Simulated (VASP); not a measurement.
# SiNi3 (Pm-3m) in VASP: further runs

Runs on SiNi3. Level: r2SCAN. Tasks: single point.

Everything below comes from runs of VASP 6.6.1. Logs are shortened: lines on timing, memory, paths and dates and some standing lists are left out, and cuts for length are marked.

## Step 1: The cell of the first run

It takes space group Pm-3m (No. 221, cubic). Conventional cell: a = 3.465 Å, b = 3.465 Å, c = 3.465 Å, α = 90.00°, β = 90.00°, γ = 90.00°. Within 3.2 Å of Si (site symmetry m-3m) lie 12 Ni at 2.45 Å. Within 3.2 Å of Ni (site symmetry 4/mmm) lie 4 Si at 2.45 Å and 8 Ni at 2.45 Å.

## Step 2: Single point, r2SCAN

Contents of POSCAR:

```
SiNi3
1.0
    3.4647829030      0.0000000000      0.0000000000
    0.0000000000      3.4647829030      0.0000000000
    0.0000000000      0.0000000000      3.4647829030
Si Ni
1 3
Direct
    0.0000000000      0.0000000000      0.0000000000
    0.0000000000      0.5000000000      0.5000000000
    0.5000000000      0.0000000000      0.5000000000
    0.5000000000      0.5000000000      0.0000000000
```

Contents of INCAR.step1:

```
ALGO = Normal
EDIFF = 1E-4
ENCUT = 520
GGA = PE
ISMEAR = -1
LASPH = True
LCHARG = False
LREAL = False
LWAVE = True
NBANDS = 25
NELM = 80
PREC = Accurate
SIGMA = 0.02
```

Contents of INCAR.step2:

```
ALGO = Normal
EDIFF = 1E-7
ENCUT = 520
ISIF = 2
ISMEAR = -1
ISTART = 1
LASPH = True
LCHARG = False
LMIXTAU = True
LREAL = False
LWAVE = False
METAGGA = R2SCAN
NBANDS = 25
NELM = 80
PREC = Accurate
SIGMA = 0.02
```

Contents of KPOINTS:

```
k-points
0
Gamma
  6 6 6
```

Potentials or basis: VASP PAW PBE potentials, release 64 (Si, Ni).

Command:

```bash
> cat potpaw_PBE.64/Si/POTCAR potpaw_PBE.64/Ni/POTCAR > POTCAR
> cp INCAR.step1 INCAR
> mpirun -np 1 vasp_std > vasp.out
> cp INCAR.step2 INCAR
> mpirun -np 1 vasp_std > vasp.out
```

OUTCAR:

```text
EDIFF = 1E-7
   ENCUT = 520
   ISIF = 2
   ISMEAR = -1
   ISTART = 1
   LASPH = True
   LREAL = False
   METAGGA = R2SCAN
   NELM = 80
   PREC = Accurate

 ion  position               nearest neighbor table
   1  0.000  0.000  0.000-   2 2.45   3 2.45   4 2.45   2 2.45   3 2.45   2 2.45   4 2.45   2 2.45
                             3 2.45   4 2.45   3 2.45   4 2.45
   2  0.000  0.500  0.500-   1 2.45   3 2.45   4 2.45   1 2.45   4 2.45   1 2.45   3 2.45   1 2.45
                             3 2.45   4 2.45   4 2.45   3 2.45
   3  0.500  0.000  0.500-   1 2.45   2 2.45   4 2.45   1 2.45   4 2.45   2 2.45   4 2.45   4 2.45
                             1 2.45   2 2.45   1 2.45   2 2.45
   4  0.500  0.500  0.000-   1 2.45   2 2.45   3 2.45   2 2.45   3 2.45   1 2.45   3 2.45   3 2.45
                             1 2.45   2 2.45   2 2.45   1 2.45

  LATTYP: Found a simple cubic cell.
 ALAT       =     3.4647829030

  Lattice vectors:

 A1 = (   3.4647829030,   0.0000000000,   0.0000000000)
 A2 = (   0.0000000000,   3.4647829030,   0.0000000000)
 A3 = (   0.0000000000,   0.0000000000,   3.4647829030)

Analysis of symmetry for initial positions (statically):
=====================================================================
 Subroutine PRICEL returns:
 Original cell was already a primitive cell.

 Routine SETGRP: Setting up the symmetry group for a
 simple cubic supercell.

 Subroutine GETGRP returns: Found 48 space group operations
 (whereof 48 operations were pure point group operations)
 out of a pool of 48 trial point group operations.

The static configuration has the point symmetry O_h .

Analysis of symmetry for dynamics (positions and initial velocities):
=====================================================================
 Subroutine PRICEL returns:
 Original cell was already a primitive cell.

 Routine SETGRP: Setting up the symmetry group for a
 simple cubic supercell.

 Subroutine GETGRP returns: Found 48 space group operations
 (whereof 48 operations were pure point group operations)
 out of a pool of 48 trial point group operations.

The dynamic configuration has the point symmetry O_h .

 Subroutine INISYM returns: Found 48 space group operations
 (whereof 48 operations are pure point group operations),
 and found     1 'primitive' translations

----------------------------------------------------------------------------------------

                                     Primitive cell

  volume of cell :      41.5938

  direct lattice vectors                    reciprocal lattice vectors
     3.464782903  0.000000000  0.000000000     0.288618372  0.000000000  0.000000000
     0.000000000  3.464782903  0.000000000     0.000000000  0.288618372  0.000000000
     0.000000000  0.000000000  3.464782903     0.000000000  0.000000000  0.288618372

  length of vectors
     3.464782903  3.464782903  3.464782903     0.288618372  0.288618372  0.288618372

  position of ions in fractional coordinates (direct lattice)
     0.000000000  0.000000000  0.000000000
     0.000000000  0.500000000  0.500000000
     0.500000000  0.000000000  0.500000000
     0.500000000  0.500000000  0.000000000

  ion indices of the primitive-cell ions
   primitive index   ion index
                 1           1
                 2           2
                 3           3
                 4           4

----------------------------------------------------------------------------------------

 KPOINTS: k-points

Automatic generation of k-mesh.
 Grid dimensions read from file:
 generate k-points for:    6    6    6

 Generating k-lattice:

  Cartesian coordinates                     Fractional coordinates (reciprocal lattice)
     0.048103062  0.000000000  0.000000000     0.166666667  0.000000000  0.000000000
     0.000000000  0.048103062  0.000000000     0.000000000  0.166666667  0.000000000
     0.000000000  0.000000000  0.048103062     0.000000000  0.000000000  0.166666667

  Length of vectors
     0.048103062  0.048103062  0.048103062

  Shift w.r.t. Gamma in fractional coordinates (k-lattice)
     0.000000000  0.000000000  0.000000000

 Subroutine IBZKPT returns following result:
 ===========================================

 Found     20 irreducible k-points:

 Following reciprocal coordinates:
            Coordinates               Weight
  0.000000  0.000000  0.000000      1.000000
  0.166667  0.000000  0.000000      6.000000
  0.333333  0.000000  0.000000      6.000000
  0.500000  0.000000  0.000000      3.000000
  0.166667  0.166667  0.000000     12.000000
  0.333333  0.166667  0.000000     24.000000
[... 12 lines left out ...]
  0.500000  0.500000  0.333333      6.000000
  0.500000  0.500000  0.500000      1.000000
   k-points           NKPTS =     20   k-points in BZ     NKDIM =     20   number of bands    NBANDS=     25
   number of dos      NEDOS =    301   number of ions     NIONS =      4
   total plane-waves  NPLWV =  21952
   dimension x,y,z NGX =    28 NGY =   28 NGZ =   28
   dimension x,y,z NGXF=    56 NGYF=   56 NGZF=   56
   ions per type =               1   3
   NGX,Y,Z   is equivalent  to a cutoff of  13.43, 13.43, 13.43 a.u.
   NGXF,Y,Z  is equivalent  to a cutoff of  26.87, 26.87, 26.87 a.u.
 SYSTEM =  unknown system
   PREC   = accura    normal or accurate (medium, high low for compatibility)
   ISTART =      1    job   : 0-new  1-cont  2-samecut
   ICHARG =      0    charge: 1-file 2-atom 10-const
   ISPIN  =      1    spin polarized calculation?
   LNONCOLLINEAR =      F non collinear calculations
   LSORBIT =      F    spin-orbit coupling
   LASPH  =      T    aspherical Exc in radial PAW
   ENCUT  =  520.0 eV  38.22 Ry    6.18 a.u.   6.44  6.44  6.44*2*pi/ulx,y,z
   NELM   =     80;   NELMIN=  2; NELMDL=  0     # of ELM steps
   EDIFF  = 0.1E-06   stopping-criterion for ELM
   LREAL  =      F    real-space projection
   EDIFFG = 0.1E-05   stopping-criterion for IOM
   NSW    =      0    number of steps for IOM
   IBRION =     -1    ionic relax: 0-MD 1-quasi-New 2-CG
   NFREE  =      0    steps in history (QN), initial steepest desc. (CG)
   ISIF   =      2    stress and relaxation
   ISYM   =      2    0-nonsym 1-usesym 2-fastsym
   POTIM  = 0.5000    time-step for ionic-motion
   TEBEG  =    0.0;   TEEND  =   0.0 temperature during run
   PSTRESS=    0.0 pullay stress
[... 6 lines left out ...]
   IALGO  =     38    algorithm
   IMIX   =      4    mixing-type and parameters
     AMIX     =   0.40;   BMIX     =  1.00
     AMIX_MAG =   1.60;   BMIX_MAG =  1.00
  volume/ion in A,a.u.               =      10.40        70.17
  Fermi-wavevector in a.u.,A,eV,Ry     =   1.530706  2.892615 31.879277  2.343061
  Thomas-Fermi vector in A             =   2.638152
   LORBIT       =      0    0 simple, 1 ext, 2 COOP (PROOUT), +10 PAW based schemes
   METAGGA = R2SCAN    functional components
   LHFCALC =     F    Hartree Fock is set to
   AEXX    =    0.0000 exact exchange contribution
   IVDW    =     0    specifies the selected vdW correction
   LEPSILON=     F    determine dielectric tensor
   LRPA    =     F    only Hartree local field effects (RPA)
 non-spin polarized calculation
  energy-cutoff  :      520.00
  volume of cell :       41.59
 maximum number of plane-waves:      1141
 NGX is ok and might be reduce to    28
   NGX = 13   NGY = 13   NGZ = 13

 number of electron      33.9999971 magnetization

 Free energy of the ion-electron system (eV)
  ---------------------------------------------------
  ext. energy  EPLUGINS =         0.00000000
  ---------------------------------------------------
  free energy    TOTEN  =       -46.37320102 eV

  energy without entropy =      -46.37104137  energy(sigma->0) =      -46.37212120

 E-fermi :  11.0353     XC(G=0): -14.4128

 val. band max:       10.9863648511   @ k =   0.5000   0.5000   0.3333
 cond. band min:      11.0668565711   @ k =   0.0000   0.0000   0.0000
 fundamental gap:      0.0804917201
 Fermi energy:        11.0352726762

 k-point     1 :       0.0000    0.0000    0.0000
  band No.  band energies     occupation
      1      -1.7682      2.00000
      2       5.7067      2.00000
      3       6.5952      2.00000
      4       6.5952      2.00000
      5       7.1785      2.00000
      6       7.1785      2.00000
[... 17 lines left out ...]
     24      22.5277      0.00000
     25      22.5277      0.00000

 k-point     2 :       0.1667    0.0000    0.0000
  band No.  band energies     occupation
      1      -1.4203      2.00000
      2       5.6310      2.00000
      3       6.2085      2.00000
      4       6.8371      2.00000
      5       7.1360      2.00000
      6       7.1360      2.00000
[... 17 lines left out ...]
     24      21.1808      0.00000
     25      21.8294      0.00000

 k-point     3 :       0.3333    0.0000    0.0000
  band No.  band energies     occupation
      1      -0.4502      2.00000
      2       4.0082      2.00000
      3       6.4866      2.00000
      4       6.9997      2.00000
      5       6.9997      2.00000
      6       7.4366      2.00000
[... 17 lines left out ...]
     24      19.6422      0.00000
     25      23.3923      0.00000

 k-point     4 :       0.5000    0.0000    0.0000
  band No.  band energies     occupation
      1       0.4594      2.00000
      2       2.6929      2.00000
      3       6.7591      2.00000
      4       6.9129      2.00000
      5       6.9129      2.00000
      6       7.7113      2.00000
[... 17 lines left out ...]
     24      19.1829      0.00000
     25      22.8027      0.00000

 k-point     5 :       0.1667    0.1667    0.0000
  band No.  band energies     occupation
      1      -1.0798      2.00000
      2       5.7455      2.00000
      3       6.0058      2.00000
      4       6.6156      2.00000
      5       7.0358      2.00000
      6       7.1912      2.00000
[... 17 lines left out ...]
     24      21.1953      0.00000
     25      22.4233      0.00000

 k-point     6 :       0.3333    0.1667    0.0000
  band No.  band energies     occupation
      1      -0.1347      2.00000
      2       4.2562      2.00000
      3       6.2396      2.00000
      4       6.7889      2.00000
      5       6.9110      2.00000
      6       7.5297      2.00000
[... 17 lines left out ...]
     24      20.9522      0.00000
     25      22.7194      0.00000
[... 281 lines left out ...]
 k-point    17 :       0.3333    0.3333    0.3333
  band No.  band energies     occupation
      1       1.6119      2.00000
      2       4.8732      2.00000
      3       5.9555      2.00000
      4       5.9555      2.00000
      5       7.5097      2.00000
      6       7.5720      2.00000
[... 17 lines left out ...]
     24      23.8704      0.00000
     25      23.8704      0.00000

 k-point    18 :       0.5000    0.3333    0.3333
  band No.  band energies     occupation
      1       2.0483      2.00000
      2       4.8838      2.00000
      3       5.4581      2.00000
      4       6.7887      2.00000
      5       7.0008      2.00000
      6       7.4687      2.00000
[... 17 lines left out ...]
     24      24.2685      0.00000
     25      25.0019      0.00000

 k-point    19 :       0.5000    0.5000    0.3333
  band No.  band energies     occupation
      1       2.2771      2.00000
      2       5.5466      2.00000
      3       5.5466      2.00000
      4       6.5604      2.00000
      5       6.8229      2.00000
      6       7.5059      2.00000
[... 17 lines left out ...]
     24      24.9864      0.00000
     25      28.1317      0.00000

 k-point    20 :       0.5000    0.5000    0.5000
  band No.  band energies     occupation
      1       2.3429      2.00000
      2       6.4397      2.00000
      3       6.4397      2.00000
      4       6.4397      2.00000
      5       6.9110      2.00000
      6       6.9110      2.00000
[... 17 lines left out ...]
     24      28.7361      0.00000
     25      28.7361      0.00000

------------------------ aborting loop because EDIFF is reached ----------------------------------------

  FORCE on cell =-STRESS in cart. coord.  units (eV):
  Direction    XX          YY          ZZ          XY          YZ          ZX
  --------------------------------------------------------------------------------------
  -------------------------------------------------------------------------------------
  Total        0.0840044      0.0840044      0.0840044      0.0000000      0.0000000      0.0000000
  in kB        3.2358204      3.2358204      3.2358204      0.0000000      0.0000000      0.0000000
  external PRESSURE =       3.2358204 kB  Pullay stress =       0.0000000 kB

 VOLUME and BASIS-vectors are now :
 -----------------------------------------------------------------------------
  energy-cutoff  :      520.00
  volume of cell :       41.59
      direct lattice vectors                 reciprocal lattice vectors
     3.464782903  0.000000000  0.000000000     0.288618372  0.000000000  0.000000000
     0.000000000  3.464782903  0.000000000     0.000000000  0.288618372  0.000000000
     0.000000000  0.000000000  3.464782903     0.000000000  0.000000000  0.288618372

 POSITION                                       TOTAL-FORCE (eV/Angst)
 -----------------------------------------------------------------------------------
      0.00000      0.00000      0.00000         0.000000      0.000000      0.000000
      0.00000      1.73239      1.73239         0.000000      0.000000      0.000000
      1.73239      0.00000      1.73239         0.000000      0.000000      0.000000
      1.73239      1.73239      0.00000         0.000000      0.000000      0.000000
 -----------------------------------------------------------------------------------
    total drift:                                0.000000      0.000000      0.000000

  FREE ENERGIE OF THE ION-ELECTRON SYSTEM (eV)
  ---------------------------------------------------
  free  energy   TOTEN  =       -46.3732010217 eV

  energy  without entropy=      -46.3710413728  energy(sigma->0) =      -46.37212120
```

Wall time 3 min (1 thread of Intel Xeon 8259CL, shared host); peak memory 0.17 GiB.

Results:

```
Free energy            : -46.3732 eV
Pressure               : 0.3 GPa
Band gap on the k mesh : zero (bands 17 and 18 overlap by 0.28 eV)
```

Levels at points of the mesh, in eV from the Fermi level:
| k point | band 15 | band 16 | band 17 | band 18 | band 19 | band 20 |
| --- | --- | --- | --- | --- | --- | --- |
| (0.00, 0.00, 0.00) | -0.78 | -0.38 | 0.03 | 0.03 | 0.03 | 5.60 |
| (0.50, 0.00, 0.00) | -1.29 | -0.70 | 0.03 | 3.90 | 3.90 | 5.56 |
| (0.50, 0.50, 0.00) | -1.23 | -1.12 | -1.02 | 0.67 | 0.67 | 6.08 |
| (0.50, 0.50, 0.50) | -1.38 | -0.54 | -0.24 | -0.24 | -0.24 | 1.52 |

Caveat: the PAW data sets were made with another functional, which shifts forces and pressure a little.

## Step 3: Single point, r2SCAN (10.71 Å³/atom)

This run uses another cell than the first one, of 10.71 Å³/atom.

Contents of POSCAR:

```
SiNi3
1.0
    3.4990899153      0.0000000000      0.0000000000
    0.0000000000      3.4990899153      0.0000000000
    0.0000000000      0.0000000000      3.4990899153
Si Ni
1 3
Direct
    0.0000000000      0.0000000000      0.0000000000
    0.0000000000      0.5000000000      0.5000000000
    0.5000000000      0.0000000000      0.5000000000
    0.5000000000      0.5000000000      0.0000000000
```

Contents of INCAR.step1:

```
SYSTEM = SiNi3
  ALGO = Normal
  EDIFF = 1E-4
  ENCUT = 520
  GGA = PE
  ISMEAR = -1
  LASPH = .True.
  LCHARG = .False.
  LREAL = .False.
  LWAVE = .True.
  NBANDS = 25
  NELM = 100
  PREC = Accurate
  SIGMA = 0.02
```

Contents of INCAR.step2:

```
SYSTEM = SiNi3
  ALGO = Normal
  EDIFF = 1E-6
  ENCUT = 520
  ISIF = 2
  ISMEAR = -1
  ISTART = 1
  LASPH = .True.
  LCHARG = .False.
  LMIXTAU = .True.
  LREAL = .False.
  LWAVE = .False.
  METAGGA = R2SCAN
  NBANDS = 25
  NELM = 100
  PREC = Accurate
  SIGMA = 0.02
```

Contents of KPOINTS:

```
k-points
0
Gamma
  6 6 6
  0 0 0
```

Potentials or basis: VASP PAW PBE potentials, release 64 (Si, Ni).

Command:

```bash
> cat potpaw_PBE.64/Si/POTCAR potpaw_PBE.64/Ni/POTCAR > POTCAR
> cp INCAR.step1 INCAR
> mpirun -np 1 vasp_std > vasp.out
> cp INCAR.step2 INCAR
> mpirun -np 1 vasp_std > vasp.out
```

Run time: 2.8 min. Hardware: 1 thread of Intel Xeon 8259CL, shared host; peak memory 0.17 GiB.

Results (log left out):

```
Free energy            : -46.3495 eV
Pressure               : -6.2 GPa
Band gap on the k mesh : zero (bands 17 and 18 overlap by 0.27 eV)
```

Levels at points of the mesh, in eV from the Fermi level:
| k point | band 14 | band 15 | band 16 | band 17 | band 18 | band 19 | band 20 | band 21 |
| --- | --- | --- | --- | --- | --- | --- | --- | --- |
| (0.00, 0.00, 0.00) | -0.74 | -0.74 | -0.37 | 0.03 | 0.03 | 0.03 | 5.31 | 6.57 |
| (0.50, 0.00, 0.00) | -1.36 | -1.24 | -0.67 | 0.03 | 3.78 | 3.78 | 5.49 | 5.49 |
| (0.50, 0.50, 0.00) | -1.55 | -1.18 | -1.07 | -0.97 | 0.64 | 0.64 | 5.88 | 6.83 |
| (0.50, 0.50, 0.50) | -1.32 | -1.32 | -0.47 | -0.23 | -0.23 | -0.23 | 1.38 | 4.23 |

Caveat: the cell stands under tension; the PAW data sets were made with another functional, which shifts forces and pressure a little. Spin polarisation is off, so any magnetic state and its effect on volume and gap are missing.

## Step 4: Single point, r2SCAN (11.02 Å³/atom)

This run uses another cell than the first one, of 11.02 Å³/atom.

Contents of POSCAR:

```
SiNi3
1.0
    3.5327370748      0.0000000000      0.0000000000
    0.0000000000      3.5327370748      0.0000000000
    0.0000000000      0.0000000000      3.5327370748
Si Ni
1 3
Direct
    0.0000000000      0.0000000000      0.0000000000
    0.0000000000      0.5000000000      0.5000000000
    0.5000000000      0.0000000000      0.5000000000
    0.5000000000      0.5000000000      0.0000000000
```

Contents of INCAR.step1:

```
SYSTEM = SiNi3
ALGO = Normal
EDIFF = 1E-4
ENCUT = 520
GGA = PE
ISMEAR = -1
LASPH = .TRUE.
LCHARG = .FALSE.
LREAL = .FALSE.
LWAVE = .TRUE.
NBANDS = 25
NELM = 100
PREC = Accurate
SIGMA = 0.02
```

Contents of INCAR.step2:

```
SYSTEM = SiNi3
ALGO = Normal
EDIFF = 1E-6
ENCUT = 520
ISIF = 2
ISMEAR = -1
ISTART = 1
LASPH = .TRUE.
LCHARG = .FALSE.
LMIXTAU = .TRUE.
LREAL = .FALSE.
LWAVE = .FALSE.
METAGGA = R2SCAN
NBANDS = 25
NELM = 100
PREC = Accurate
SIGMA = 0.02
```

Contents of KPOINTS:

```
k-points
0
G
  6 6 6
  0 0 0
```

Command:

```bash
> cat potpaw_PBE.64/Si/POTCAR potpaw_PBE.64/Ni/POTCAR > POTCAR
> cp INCAR.step1 INCAR
> mpirun -np 1 vasp_std > vasp.out
> cp INCAR.step2 INCAR
> mpirun -np 1 vasp_std > vasp.out
```

Run time: 2.9 min. Hardware: 1 thread of Intel Xeon 8259CL, shared host; peak memory 0.17 GiB.

It converged, with:

```
Free energy            : -46.2789 eV
Pressure               : -11.7 GPa
Band gap on the k mesh : zero (bands 17 and 18 overlap by 0.26 eV)
```

Levels at points of the mesh, in eV from the Fermi level:
| k point | band 14 | band 15 | band 16 | band 17 | band 18 | band 19 | band 20 | band 21 |
| --- | --- | --- | --- | --- | --- | --- | --- | --- |
| (0.00, 0.00, 0.00) | -0.71 | -0.71 | -0.35 | 0.03 | 0.03 | 0.03 | 5.04 | 6.44 |
| (0.50, 0.00, 0.00) | -1.30 | -1.19 | -0.65 | 0.03 | 3.66 | 3.66 | 5.43 | 5.43 |
| (0.50, 0.50, 0.00) | -1.48 | -1.13 | -1.02 | -0.93 | 0.62 | 0.62 | 5.70 | 6.69 |
| (0.50, 0.50, 0.50) | -1.26 | -1.26 | -0.41 | -0.23 | -0.23 | -0.23 | 1.25 | 4.11 |

Caveat: the cell stands under tension; the PAW data sets were made with another functional, which shifts forces and pressure a little.

## Step 5: The runs side by side

| cell | gap on the mesh (eV) | pressure (GPa) |
| --- | --- | --- |
| a = 3.465 Å, 4 atoms | none | 0.3 |
| a = 3.499 Å, 4 atoms | none | -6.2 |
| a = 3.533 Å, 4 atoms | none | -11.7 |

Alike in all rows: task single point; level r2SCAN; potentials or basis VASP PAW PBE potentials, release 64 (Si, Ni); no spin polarisation; k mesh 6 × 6 × 6; cutoff (eV) 520; smearing fermi-dirac 0.02 eV.

Caveats: the PAW data sets were made with another functional, which shifts forces and pressure a little; the cell stands under tension (at least some runs).

Total energies depend on the potentials used, so only differences within one code and one set of settings carry meaning.

The gap in the log of VASP goes by the Fermi energy; the results here count the filled bands.